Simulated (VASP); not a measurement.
# SnSe (CsCl type) (Pm-3m) in VASP: a series of runs

Runs on SnSe (CsCl type). Level: PBE. Tasks: single point, relaxation of cell and atoms.

Everything below comes from runs of VASP 6.6.1. Logs are shortened: lines on timing, memory, paths and dates and some standing lists are left out, and cuts for length are marked.

## (1) The cell of the first run

The structure is cubic, space group Pm-3m (No. 221). The conventional cell has a = 3.680 Å, b = 3.680 Å, c = 3.680 Å, α = 90.00°, β = 90.00°, γ = 90.00°. Sn (site symmetry m-3m) has 8 Se at 3.19 Å and 6 Sn at 3.68 Å within 4.2 Å. Within 4.2 Å of Se (site symmetry m-3m) lie 8 Sn at 3.19 Å and 6 Se at 3.68 Å.

## (2) Single point, PBE

The input, INCAR:

```
PREC = Accurate
ENCUT = 520
EDIFF = 1E-7
ISMEAR = -1
SIGMA = 0.03
LREAL = False
LASPH = True
NELM = 80
ALGO = Normal
ISIF = 2
LWAVE = False
LCHARG = False
GGA = PE
NBANDS = 17
```

The input, KPOINTS:

```
regular mesh
0
Gamma
  12 12 12
```

The input, POSCAR:

```
SnSe
1.0
    3.6796456177      0.0000000000      0.0000000000
    0.0000000000      3.6796456177      0.0000000000
    0.0000000000      0.0000000000      3.6796456177
Sn Se
1 1
Direct
    0.0000000000      0.0000000000      0.0000000000
    0.5000000000      0.5000000000      0.5000000000
```

Potentials or basis: VASP PAW PBE potentials, release 64 (Sn_d, Se).

The run is started by

```console
> cat potpaw_PBE.64/Sn_d/POTCAR potpaw_PBE.64/Se/POTCAR > POTCAR
> mpirun -np 1 vasp_std > vasp.out
```

OUTCAR:

```text
PREC = Accurate
   ENCUT = 520
   EDIFF = 1E-7
   ISMEAR = -1
   LREAL = False
   LASPH = True
   NELM = 80
   ISIF = 2
   GGA = PE

 ion  position               nearest neighbor table
   1  0.000  0.000  0.000-   2 3.19   2 3.19   2 3.19   2 3.19   2 3.19   2 3.19   2 3.19   2 3.19

   2  0.500  0.500  0.500-   1 3.19   1 3.19   1 3.19   1 3.19   1 3.19   1 3.19   1 3.19   1 3.19

  LATTYP: Found a simple cubic cell.
 ALAT       =     3.6796456177

  Lattice vectors:

 A1 = (   3.6796456177,   0.0000000000,   0.0000000000)
 A2 = (   0.0000000000,   3.6796456177,   0.0000000000)
 A3 = (   0.0000000000,   0.0000000000,   3.6796456177)

Analysis of symmetry for initial positions (statically):
=====================================================================
 Subroutine PRICEL returns:
 Original cell was already a primitive cell.

 Routine SETGRP: Setting up the symmetry group for a
 simple cubic supercell.

 Subroutine GETGRP returns: Found 48 space group operations
 (whereof 48 operations were pure point group operations)
 out of a pool of 48 trial point group operations.

The static configuration has the point symmetry O_h .

Analysis of symmetry for dynamics (positions and initial velocities):
=====================================================================
 Subroutine PRICEL returns:
 Original cell was already a primitive cell.

 Routine SETGRP: Setting up the symmetry group for a
 simple cubic supercell.

 Subroutine GETGRP returns: Found 48 space group operations
 (whereof 48 operations were pure point group operations)
 out of a pool of 48 trial point group operations.

The dynamic configuration has the point symmetry O_h .

 Subroutine INISYM returns: Found 48 space group operations
 (whereof 48 operations are pure point group operations),
 and found     1 'primitive' translations

----------------------------------------------------------------------------------------

                                     Primitive cell

  volume of cell :      49.8216

  direct lattice vectors                    reciprocal lattice vectors
     3.679645618  0.000000000  0.000000000     0.271765301  0.000000000  0.000000000
     0.000000000  3.679645618  0.000000000     0.000000000  0.271765301  0.000000000
     0.000000000  0.000000000  3.679645618     0.000000000  0.000000000  0.271765301

  length of vectors
     3.679645618  3.679645618  3.679645618     0.271765301  0.271765301  0.271765301

  position of ions in fractional coordinates (direct lattice)
     0.000000000  0.000000000  0.000000000
     0.500000000  0.500000000  0.500000000

  ion indices of the primitive-cell ions
   primitive index   ion index
                 1           1
                 2           2

----------------------------------------------------------------------------------------

 KPOINTS: regular mesh

Automatic generation of k-mesh.
 Grid dimensions read from file:
 generate k-points for:   12   12   12

 Generating k-lattice:

  Cartesian coordinates                     Fractional coordinates (reciprocal lattice)
     0.022647108  0.000000000  0.000000000     0.083333333  0.000000000  0.000000000
     0.000000000  0.022647108  0.000000000     0.000000000  0.083333333  0.000000000
     0.000000000  0.000000000  0.022647108     0.000000000  0.000000000  0.083333333

  Length of vectors
     0.022647108  0.022647108  0.022647108

  Shift w.r.t. Gamma in fractional coordinates (k-lattice)
     0.000000000  0.000000000  0.000000000

 Subroutine IBZKPT returns following result:
 ===========================================

 Found     84 irreducible k-points:

 Following reciprocal coordinates:
            Coordinates               Weight
  0.000000  0.000000  0.000000      1.000000
  0.083333  0.000000  0.000000      6.000000
  0.166667  0.000000  0.000000      6.000000
  0.250000  0.000000  0.000000      6.000000
  0.333333  0.000000  0.000000      6.000000
  0.416667  0.000000  0.000000      6.000000
[... 16 lines left out ...]
  0.333333  0.333333  0.000000     12.000000
  0.416667  0.333333  0.000000     24.000000
 [... further k-points ...]
   k-points           NKPTS =     84   k-points in BZ     NKDIM =     84   number of bands    NBANDS=     17
   number of dos      NEDOS =    301   number of ions     NIONS =      2
   total plane-waves  NPLWV =  21952
   dimension x,y,z NGX =    28 NGY =   28 NGZ =   28
   dimension x,y,z NGXF=    56 NGYF=   56 NGZF=   56
   ions per type =               1   1
   NGX,Y,Z   is equivalent  to a cutoff of  12.65, 12.65, 12.65 a.u.
   NGXF,Y,Z  is equivalent  to a cutoff of  25.30, 25.30, 25.30 a.u.
 SYSTEM =  unknown system
   PREC   = accura    normal or accurate (medium, high low for compatibility)
   ISTART =      0    job   : 0-new  1-cont  2-samecut
   ICHARG =      2    charge: 1-file 2-atom 10-const
   ISPIN  =      1    spin polarized calculation?
   LNONCOLLINEAR =      F non collinear calculations
   LSORBIT =      F    spin-orbit coupling
   LASPH  =      T    aspherical Exc in radial PAW
   ENCUT  =  520.0 eV  38.22 Ry    6.18 a.u.   6.84  6.84  6.84*2*pi/ulx,y,z
   NELM   =     80;   NELMIN=  2; NELMDL= -5     # of ELM steps
   EDIFF  = 0.1E-06   stopping-criterion for ELM
   LREAL  =      F    real-space projection
   EDIFFG = 0.1E-05   stopping-criterion for IOM
   NSW    =      0    number of steps for IOM
   IBRION =     -1    ionic relax: 0-MD 1-quasi-New 2-CG
   NFREE  =      0    steps in history (QN), initial steepest desc. (CG)
   ISIF   =      2    stress and relaxation
   ISYM   =      2    0-nonsym 1-usesym 2-fastsym
   POTIM  = 0.5000    time-step for ionic-motion
   TEBEG  =    0.0;   TEEND  =   0.0 temperature during run
   PSTRESS=    0.0 pullay stress
   NELECT =      20.0000    total number of electrons
   NUPDOWN=      -1.0000    fix difference up-down
   EMIN   =  10.00;   EMAX   =-10.00  energy-range for DOS
   EFERMI =   0.00;   METHOD = LEGACY
   ISMEAR =    -1;   SIGMA  =   0.03  broadening in eV -4-tet -1-fermi 0-gaus
   EFERMI_NEDOS =   21; number of points for ismear=-14 and -15
   IALGO  =     38    algorithm
   IMIX   =      4    mixing-type and parameters
     AMIX     =   0.40;   BMIX     =  1.00
     AMIX_MAG =   1.60;   BMIX_MAG =  1.00
  volume/ion in A,a.u.               =      24.91       168.11
  Fermi-wavevector in a.u.,A,eV,Ry     =   1.207662  2.282151 19.843392  1.458448
  Thomas-Fermi vector in A             =   2.343293
   LORBIT       =      0    0 simple, 1 ext, 2 COOP (PROOUT), +10 PAW based schemes
   GGA     = PE    functional components
   LHFCALC =     F    Hartree Fock is set to
   AEXX    =    0.0000 exact exchange contribution
   IVDW    =     0    specifies the selected vdW correction
   LEPSILON=     F    determine dielectric tensor
   LRPA    =     F    only Hartree local field effects (RPA)
 non-spin polarized calculation
  energy-cutoff  :      520.00
  volume of cell :       49.82
 maximum number of plane-waves:      1376
 NGX is ok and might be reduce to    28
   NGX = 13   NGY = 13   NGZ = 13

 number of electron      19.9999993 magnetization

 Free energy of the ion-electron system (eV)
  ---------------------------------------------------
  ext. energy  EPLUGINS =         0.00000000
  ---------------------------------------------------
  free energy    TOTEN  =        -7.71594398 eV

  energy without entropy =       -7.71275602  energy(sigma->0) =       -7.71435000

 E-fermi :   6.1784     XC(G=0): -10.1763

 val. band max:        6.1648979746   @ k =   0.5000   0.0833   0.0000
 cond. band min:       6.1811127195   @ k =   0.4167   0.0833   0.0000
 fundamental gap:      0.0162147449
 Fermi energy:         6.1783524809

 k-point     1 :       0.0000    0.0000    0.0000
  band No.  band energies     occupation
      1     -15.3955      2.00000
      2     -15.3955      2.00000
      3     -15.3215      2.00000
      4     -15.3215      2.00000
      5     -15.3215      2.00000
      6      -7.4656      2.00000
[... 9 lines left out ...]
     16      18.6865      0.00000
     17      18.6865      0.00000

 k-point     2 :       0.0833    0.0000    0.0000
  band No.  band energies     occupation
      1     -15.3953      2.00000
      2     -15.3915      2.00000
      3     -15.3227      2.00000
      4     -15.3227      2.00000
      5     -15.3213      2.00000
      6      -7.4152      2.00000
[... 9 lines left out ...]
     16      18.4510      0.00000
     17      18.4577      0.00000

 k-point     3 :       0.1667    0.0000    0.0000
  band No.  band energies     occupation
      1     -15.3948      2.00000
      2     -15.3808      2.00000
      3     -15.3263      2.00000
      4     -15.3263      2.00000
      5     -15.3210      2.00000
      6      -7.2697      2.00000
[... 9 lines left out ...]
     16      17.6732      0.00000
     17      18.2557      0.00000

 k-point     4 :       0.2500    0.0000    0.0000
  band No.  band energies     occupation
      1     -15.3941      2.00000
      2     -15.3662      2.00000
      3     -15.3310      2.00000
      4     -15.3310      2.00000
      5     -15.3206      2.00000
      6      -7.0480      2.00000
[... 9 lines left out ...]
     16      16.3510      0.00000
     17      18.3719      0.00000

 k-point     5 :       0.3333    0.0000    0.0000
  band No.  band energies     occupation
      1     -15.3934      2.00000
      2     -15.3515      2.00000
      3     -15.3359      2.00000
      4     -15.3359      2.00000
      5     -15.3202      2.00000
      6      -6.7902      2.00000
[... 9 lines left out ...]
     16      15.9865      0.00000
     17      18.7784      0.00000

 k-point     6 :       0.4167    0.0000    0.0000
  band No.  band energies     occupation
      1     -15.3929      2.00000
      2     -15.3408      2.00000
      3     -15.3394      2.00000
      4     -15.3394      2.00000
      5     -15.3199      2.00000
      6      -6.5679      2.00000
[... 9 lines left out ...]
     16      17.9998      0.00000
     17      19.4200      0.00000

 k-point     7 :       0.5000    0.0000    0.0000
  band No.  band energies     occupation
      1     -15.3927      2.00000
      2     -15.3407      2.00000
      3     -15.3407      2.00000
      4     -15.3368      2.00000
      5     -15.3198      2.00000
      6      -6.4768      2.00000
[... 9 lines left out ...]
     16      19.5552      0.00000
     17      19.6467      0.00000

 k-point     8 :       0.0833    0.0833    0.0000
  band No.  band energies     occupation
      1     -15.3932      2.00000
      2     -15.3895      2.00000
      3     -15.3241      2.00000
      4     -15.3227      2.00000
      5     -15.3225      2.00000
      6      -7.3652      2.00000
[... 9 lines left out ...]
     16      17.8413      0.00000
     17      17.8863      0.00000
[... 203 lines left out ...]
      1     -15.3792      2.00000
      2     -15.3501      2.00000
      3     -15.3435      2.00000
      4     -15.3303      2.00000
      5     -15.3294      2.00000
      6      -6.6660      2.00000
[... 9 lines left out ...]
     16      15.6132      0.00000
     17      15.9123      0.00000

 k-point    20 :       0.3333    0.2500    0.0000
  band No.  band energies     occupation
      1     -15.3762      2.00000
      2     -15.3498      2.00000
      3     -15.3376      2.00000
      4     -15.3345      2.00000
      5     -15.3292      2.00000
      6      -6.4374      2.00000
[... 9 lines left out ...]
     16      15.7365      0.00000
     17      16.9445      0.00000

 k-point    21 :       0.4167    0.2500    0.0000
  band No.  band energies     occupation
      1     -15.3747      2.00000
      2     -15.3543      2.00000
      3     -15.3378      2.00000
      4     -15.3288      2.00000
      5     -15.3276      2.00000
      6      -6.2466      2.00000
[... 9 lines left out ...]
     16      15.9184      0.00000
     17      17.5152      0.00000

 k-point    22 :       0.5000    0.2500    0.0000
  band No.  band energies     occupation
      1     -15.3743      2.00000
      2     -15.3560      2.00000
      3     -15.3390      2.00000
      4     -15.3286      2.00000
      5     -15.3239      2.00000
      6      -6.1702      2.00000
[... 9 lines left out ...]
     16      16.1678      0.00000
     17      17.0223      0.00000

 k-point    23 :       0.3333    0.3333    0.0000
  band No.  band energies     occupation
      1     -15.3713      2.00000
      2     -15.3567      2.00000
      3     -15.3340      2.00000
      4     -15.3334      2.00000
      5     -15.3268      2.00000
      6      -6.2315      2.00000
[... 9 lines left out ...]
     16      15.5397      0.00000
     17      17.3249      0.00000

 k-point    24 :       0.4167    0.3333    0.0000
  band No.  band energies     occupation
      1     -15.3688      2.00000
      2     -15.3617      2.00000
      3     -15.3370      2.00000
      4     -15.3332      2.00000
      5     -15.3178      2.00000
      6      -6.0632      2.00000
[... 9 lines left out ...]
     16      15.7651      0.00000
     17      16.4066      0.00000

 [... further k-points ...]
[... 5 lines left out ...]
  --------------------------------------------------------------------------------------
  -------------------------------------------------------------------------------------
  Total       -0.0069979     -0.0069979     -0.0069979      0.0000000     -0.0000000      0.0000000
  in kB       -0.2250392     -0.2250392     -0.2250392      0.0000000     -0.0000000      0.0000000
  external PRESSURE =      -0.2250392 kB  Pullay stress =       0.0000000 kB

 VOLUME and BASIS-vectors are now :
 -----------------------------------------------------------------------------
  energy-cutoff  :      520.00
  volume of cell :       49.82
      direct lattice vectors                 reciprocal lattice vectors
     3.679645618  0.000000000  0.000000000     0.271765301  0.000000000  0.000000000
     0.000000000  3.679645618  0.000000000     0.000000000  0.271765301  0.000000000
     0.000000000  0.000000000  3.679645618     0.000000000  0.000000000  0.271765301

 POSITION                                       TOTAL-FORCE (eV/Angst)
 -----------------------------------------------------------------------------------
      0.00000      0.00000      0.00000         0.000000      0.000000      0.000000
      1.83982      1.83982      1.83982         0.000000      0.000000      0.000000
 -----------------------------------------------------------------------------------
    total drift:                                0.000000      0.000000      0.000000

  FREE ENERGIE OF THE ION-ELECTRON SYSTEM (eV)
  ---------------------------------------------------
  free  energy   TOTEN  =        -7.7159439754 eV

  energy  without entropy=       -7.7127560158  energy(sigma->0) =       -7.71435000
```

Wall time 22 s (1 thread of AMD EPYC 9R45 (Zen 5), shared host); peak memory 0.18 GiB.

What came out:

```
Free energy            : -7.7159 eV
Pressure               : 0.0 GPa
Band gap on the k mesh : zero (band 10 reaches 6.52 eV, above the bottom of band 11 at 5.14 eV)
```

Levels at points of the mesh, in eV from the Fermi level:
```csv
k point,band 8,band 9,band 10,band 11,band 12,band 13
"(0.00, 0.00, 0.00)",-1.83,-1.83,-1.83,4.43,4.43,6.05
"(0.50, 0.00, 0.00)",-0.57,-0.57,-0.07,0.42,3.13,3.13
"(0.50, 0.50, 0.00)",-4.93,-4.93,-0.15,4.11,4.11,4.75
"(0.50, 0.50, 0.50)",-2.95,-2.95,-2.95,-1.04,-1.04,-1.04
```

Caveat: spin-orbit coupling is left out, which moves the levels of the heavy elements.

[end of part 1 of 2]
